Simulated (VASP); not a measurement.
# H6C3O in VASP: a series of runs, part 3 of 4

VASP 6.6.1.

### Step 4. Single point, PBE+D3(BJ)

The input, INCAR:

```
SYSTEM = H6C3O
  ALGO = Normal
  EDIFF = 1E-6
  ENCUT = 520
  GGA = PE
  ISIF = 2
  ISMEAR = -1
  IVDW = 12
  LASPH = .TRUE.
  LCHARG = .FALSE.
  LREAL = Auto
  LWAVE = .FALSE.
  NBANDS = 57
  NELM = 60
  PREC = Accurate
  SIGMA = 0.02
```

The input, KPOINTS:

```
k-points
0
G
  1 1 1
  0 0 0
```

The input, POSCAR:

```
H6C3O
1.0
    7.5419870000      0.0000000000      0.0000000000
    0.0000000000      7.5419870000      0.0000000000
    0.0000000000      0.0000000000      7.5419870000
O C H
3 9 18
Direct
   -0.1125963224      0.9147324173      0.7300993757
    0.2844475866      0.3545352173      0.2431852508
    0.7928944985      0.6787070834      1.2215083373
   -0.1183905515      0.8125710108      0.6041246160
    0.3050257180      0.2205121807      0.1598650329
    0.7782034098      0.7040319746      1.0607416852
    0.7004387571      0.2752059901      0.5111517694
    0.7252730613      0.1591623003      0.3769563644
    0.4071075699      0.7690148498      0.7174104119
    0.4262669771      0.7768642402      0.5478131956
    0.0588704276      0.3123977806      0.8523615859
    0.1406791075      0.2731110515      0.7002266114
   -0.0051445329      0.7663630287      0.5270494367
   -0.2496424351      0.7389564580      0.5750739162
    0.1996290898      0.1140017876      0.1751792996
    0.3925888496      0.1954524716      0.0382525189
    0.7944590729      0.8351910445      0.9780048679
    0.7497493698      0.5890887905      0.9706062872
    0.6081951613      0.3836919899      0.4930530907
    0.7629554387      0.2688813969      0.6378557799
    0.6693461551      0.1780300072      0.2435432466
    0.8119876102      0.0508221507      0.4101173868
    0.4067097968      0.8713221065      0.8214280932
    0.3621061665      0.6371530473      0.7738279050
    0.4379349898      0.8959177469      0.4705656480
    0.4008625313      0.6558616449      0.4740793109
   -0.0612438075      0.2383456773      0.8888904211
    0.0972953149      0.4190938011      0.9439157082
    0.0999073586      0.1564707020      0.6226078088
    0.2629147995      0.3472824867      0.6707383611
```

Potentials or basis: VASP PAW PBE potentials, release 64 (O, C, H).

Started as:

```
$ cat potpaw_PBE.64/O/POTCAR potpaw_PBE.64/C/POTCAR potpaw_PBE.64/H/POTCAR > POTCAR
$ mpirun -np 1 vasp_gam > vasp.out
```

OUTCAR:

```text
SYSTEM = H6C3O
   EDIFF = 1E-6
   ENCUT = 520
   GGA = PE
   ISIF = 2
   ISMEAR = -1
   IVDW = 12
   LASPH = .TRUE.
   LREAL = Auto
   NELM = 60
   PREC = Accurate
 IVDW          = 12

 ion  position               nearest neighbor table
   1  0.887  0.915  0.730-   4 1.22
   2  0.284  0.355  0.243-   5 1.20
   3  0.793  0.679  0.222-   6 1.23
   4  0.882  0.813  0.604-  13 1.09  14 1.16   1 1.22
   5  0.305  0.221  0.160-  15 1.14  16 1.15   2 1.20
   6  0.778  0.704  0.061-  18 1.12  17 1.18   3 1.23
   7  0.700  0.275  0.511-  20 1.07  19 1.08   8 1.35
   8  0.725  0.159  0.377-  22 1.08  21 1.10   7 1.35
   9  0.407  0.769  0.717-  23 1.10  24 1.13  10 1.29
  10  0.426  0.777  0.548-  25 1.07  26 1.09   9 1.29
  11  0.059  0.312  0.852-  28 1.10  27 1.10  12 1.34
  12  0.141  0.273  0.700-  29 1.10  30 1.10  11 1.34
  13  0.995  0.766  0.527-   4 1.09
  14  0.750  0.739  0.575-   4 1.16
  15  0.200  0.114  0.175-   5 1.14
  16  0.393  0.195  0.038-   5 1.15
  17  0.794  0.835  0.978-   6 1.18
  18  0.750  0.589  0.971-   6 1.12
[... 10 lines left out ...]
  29  0.100  0.156  0.623-  12 1.10
[... 221 lines left out ...]
 Fermi energy:        -2.6927702614

 k-point     1 :       0.0000    0.0000    0.0000
  band No.  band energies     occupation
      1     -24.1938      2.00000
      2     -23.9424      2.00000
      3     -23.6272      2.00000
      4     -16.4617      2.00000
      5     -16.1856      2.00000
      6     -15.9963      2.00000
[... 40 lines left out ...]
     47       3.6220      0.00000
     48       3.9778      0.00000
 [bands above 48 left out]

------------------------ aborting loop because EDIFF is reached ----------------------------------------

 Edisp (eV)   -1.08719

 E8    (eV) :    -0.2486

  FORCE on cell =-STRESS in cart. coord.  units (eV):
  Direction    XX          YY          ZZ          XY          YZ          ZX
  --------------------------------------------------------------------------------------
  -------------------------------------------------------------------------------------
  Total      -0.59238    -1.38207    -0.92863    -1.44817    -0.23328    -0.33321
  in kB      -2.21236    -5.16159    -3.46813    -5.40846    -0.87123    -1.24443
  external pressure =       -3.61 kB  Pullay stress =        0.00 kB

 VOLUME and BASIS-vectors are now :
 -----------------------------------------------------------------------------
  energy-cutoff  :      520.00
  volume of cell :      429.00
      direct lattice vectors                 reciprocal lattice vectors
     7.541987000  0.000000000  0.000000000     0.132591053  0.000000000  0.000000000
     0.000000000  7.541987000  0.000000000     0.000000000  0.132591053  0.000000000
     0.000000000  0.000000000  7.541987000     0.000000000  0.000000000  0.132591053

 POSITION                                       TOTAL-FORCE (eV/Angst)
 -----------------------------------------------------------------------------------
      6.69279      6.89890      5.50640         0.443901      0.081032     -0.485316
      2.14530      2.67390      1.83410         0.877368      1.198021      0.604032
      5.98000      5.11880      1.67061        -0.050459      0.764089     -1.280896
      6.64909      6.12840      4.55630        -1.921510     -1.211614      0.811002
      2.30050      1.66310      1.20570        -1.648579     -1.514599     -1.557369
      5.86920      5.30980      0.45811         0.198746      0.143832     -0.110270
[... 22 lines left out ...]
      0.75350      1.18010      4.69570         0.182123      0.513425     -0.020840
      1.98290      2.61920      5.05870        -0.275894     -0.299204     -0.470703
 -----------------------------------------------------------------------------------
    total drift:                                0.000425      0.017750     -0.010691

  FREE ENERGIE OF THE ION-ELECTRON SYSTEM (eV)
  ---------------------------------------------------
  free  energy   TOTEN  =      -162.8380373786 eV

  energy  without entropy=     -162.8380373786  energy(sigma->0) =     -162.83803738
```

OSZICAR:

```text
N       E                     dE             d eps       ncg     rms          rms(c)
DAV:   1     0.520862952743E+03    0.52086E+03   -0.33932E+04   114   0.109E+03
DAV:   2    -0.103294232077E+03   -0.62416E+03   -0.59957E+03   163   0.254E+02
DAV:   3    -0.176502425087E+03   -0.73208E+02   -0.72654E+02   140   0.918E+01
DAV:   4    -0.178348915229E+03   -0.18465E+01   -0.18421E+01   132   0.169E+01
DAV:   5    -0.178401273212E+03   -0.52358E-01   -0.52348E-01   156   0.260E+00    0.225E+01
DAV:   6    -0.164567884421E+03    0.13833E+02   -0.24424E+01   131   0.183E+01    0.116E+01
DAV:   7    -0.162156771714E+03    0.24111E+01   -0.55123E+00   148   0.925E+00    0.561E+00
DAV:   8    -0.161793849987E+03    0.36292E+00   -0.63821E-01   140   0.303E+00    0.228E+00
DAV:   9    -0.161746961243E+03    0.46889E-01   -0.16627E-01   132   0.156E+00    0.525E-01
DAV:  10    -0.161748433855E+03   -0.14726E-02   -0.19132E-02   132   0.686E-01    0.227E-01
DAV:  11    -0.161750845027E+03   -0.24112E-02   -0.92727E-03   132   0.406E-01    0.103E-01
DAV:  12    -0.161750885259E+03   -0.40233E-04   -0.11754E-03   132   0.174E-01    0.459E-02
DAV:  13    -0.161750863641E+03    0.21618E-04   -0.52806E-04   124   0.107E-01    0.293E-02
DAV:  14    -0.161750855363E+03    0.82779E-05   -0.75025E-05   140   0.389E-02    0.143E-02
DAV:  15    -0.161750847488E+03    0.78746E-05   -0.28874E-05   124   0.250E-02    0.655E-03
DAV:  16    -0.161750846571E+03    0.91755E-06   -0.30216E-06   148   0.821E-03
   1 F= -.16283804E+03 E0= -.16283804E+03  d E =-.791382E-12
```

stdout:

```text
POSCAR found type information on POSCAR O C H
 POSCAR found :  3 types and      30 ions
 scaLAPACK will be used
 LDA part: xc-table for (Slater+PW92), standard interpolation
 POSCAR, INCAR and KPOINTS ok, starting setup
 FFT: planning ... GRIDC
 FFT: planning ... GRID_SOFT
 FFT: planning ... GRID
 WAVECAR not read
 entering main loop
```

Wall time 51 s (1 thread of Intel Xeon Platinum 8259CL at 2.50GHz (Skylake/Cascade Lake), shared host); peak memory 0.38 GiB.

Results:

- Free energy: -162.8380 eV
- Pressure: -0.4 GPa
- Largest force: 4.276 eV/Å
- Band gap on the k mesh: 3.10 eV
- Dispersion energy per atom: -0.036 eV

Forces on the atoms (eV/Å):
```
O    0.444  0.081 -0.485
O    0.877  1.198  0.604
O   -0.050  0.764 -1.281
C   -1.922 -1.212  0.811
C   -1.649 -1.515 -1.557
C    0.199  0.144 -0.110
C   -0.849 -0.211 -1.731
C    0.029  1.054  1.194
C   -1.276 -1.443  3.818
C   -0.474 -0.070 -2.320
C   -0.732 -0.087  0.088
C    0.677  0.060  0.684
H    0.622  0.304 -0.362
H    1.026  0.689 -0.088
H    0.659 -0.167  0.140
H    0.171  0.483  0.908
H   -0.117 -0.958  1.430
H   -0.058  0.019  0.100
H   -0.080  0.428 -0.068
H    0.375 -0.406  0.640
H    0.088 -0.237  0.395
H    0.322 -0.570 -0.649
H    0.265  0.228 -0.627
H    0.637  0.833 -0.235
H    0.511  0.582 -0.185
H    0.169 -0.142 -0.379
H    0.192  0.067  0.124
H    0.038 -0.130 -0.366
H    0.182  0.513 -0.021
H   -0.276 -0.299 -0.471
```

Caveat: the k points lie up to 0.83 Å⁻¹ apart.

### Step 5. Single point, PBE+D3(BJ)

The input, INCAR:

```
SYSTEM = H6C3O
ALGO = Normal
EDIFF = 1E-6
ENCUT = 520
GGA = PE
ISIF = 2
ISMEAR = -1
IVDW = 12
LASPH = .True.
LCHARG = .False.
LREAL = Auto
LWAVE = .False.
NBANDS = 57
NELM = 60
PREC = Accurate
SIGMA = 0.02
```

The input, KPOINTS:

```
k-points
0
Gamma
  1 1 1
  0 0 0
```

The input, POSCAR:

```
H6C3O
1.0
    7.5419870000      0.0000000000      0.0000000000
    0.0000000000      7.5419870000      0.0000000000
    0.0000000000      0.0000000000      7.5419870000
O C H
3 9 18
Direct
   -0.1660570351      0.8663632011      0.7202213422
    0.3405601203      0.3213476767      0.2441796837
    0.7858671727      0.6775137639      1.2244120813
   -0.1212014818      0.8212557248      0.5727270546
    0.2758556863      0.2044819223      0.1516311285
    0.8127831565      0.7270232632      1.0724229570
    0.6931992855      0.2568951657      0.4856677690
    0.7725815491      0.2064442699      0.3351636644
    0.4201677887      0.7976279991      0.7413961334
    0.3818622334      0.8104362948      0.5624114706
    0.0397242796      0.3067891790      0.8729927538
    0.1460225270      0.2555162187      0.7433319628
    0.0025192300      0.8763075301      0.5145726186
   -0.1836386088      0.7078108196      0.4941933737
    0.1643731287      0.1146647429      0.1760013641
    0.3599581914      0.1531426665      0.0402811620
    0.8462623974      0.8633666433      1.0463422968
    0.7895266857      0.6435704543      0.9467398976
    0.5703006383      0.3202339118      0.4877494485
    0.7510752803      0.2562189513      0.6180731948
    0.7059147676      0.2329889988      0.2110584386
    0.8914494284      0.1268100833      0.3297406904
    0.3751663852      0.9033030685      0.8246235375
    0.4841694901      0.6894204405      0.8167874063
    0.3056488960      0.9206459783      0.5143206956
    0.4208572622      0.6996432107      0.4709766803
   -0.0401485709      0.2359060020      0.9771430261
    0.0015115380      0.4458639348      0.8869678508
    0.1878815225      0.1193186888      0.7235361185
    0.2068022658      0.3503055627      0.6457316885
```

Started as:

```
$ cat potpaw_PBE.64/O/POTCAR potpaw_PBE.64/C/POTCAR potpaw_PBE.64/H/POTCAR > POTCAR
$ mpirun -np 1 vasp_gam > vasp.out
```

Wall time 49 s (1 thread of Intel Xeon Platinum 8259CL at 2.50GHz (Skylake/Cascade Lake), shared host); peak memory 0.38 GiB.

It converged, with:

- Free energy: -162.7507 eV
- Pressure: -0.4 GPa
- Largest force: 3.266 eV/Å
- Band gap on the k mesh: 3.14 eV
- Dispersion energy per atom: -0.036 eV

Forces on the atoms (eV/Å):
```
O   -0.340  0.284  0.328
O   -1.246 -0.210 -0.010
O    0.131 -0.354 -0.828
C    0.335 -1.377 -0.321
C    2.598 -0.375 -0.273
C   -0.944 -0.981 -0.021
C    1.619 -0.208  0.166
C   -0.736 -0.066  0.635
C   -0.590 -0.169 -2.118
C    1.149 -2.038  2.279
C   -1.567  0.844  1.149
C    0.826  0.127 -0.829
H    0.010  0.218 -0.305
H    0.127  0.939  0.600
H   -0.893  0.344  0.603
H   -0.335  0.206 -0.217
H    0.478  1.008 -0.342
H    0.247  0.285  0.971
H   -1.649  0.913 -0.458
H    0.380 -0.666 -0.038
H   -0.171 -0.069 -0.383
H    0.533  0.106  0.113
H   -0.191  0.664  0.545
H   -0.060  0.154 -0.808
H   -0.061  0.463 -0.333
H   -0.295  0.860  0.380
H    0.943 -0.426 -0.975
H    0.341  0.251 -0.283
H   -0.128 -0.308  0.056
H   -0.512 -0.418  0.715
```

Stress tensor (GPa, compression positive):
```
 0.54 -0.72  0.04
-0.72  0.05 -0.30
 0.04 -0.30 -1.93
```

Levels at points of the mesh, in eV from the valence-band top:
```
           k point  band 32  band 33  band 34  band 35  band 36  band 37  band 38  band 39  band 40  band 41
(0.00, 0.00, 0.00)    -0.66    -0.48    -0.25    -0.20     0.00     3.14     3.21     3.62     4.55     4.78
```

Caveat: the k points lie up to 0.83 Å⁻¹ apart.

(Part 3 of 4 ends here.)
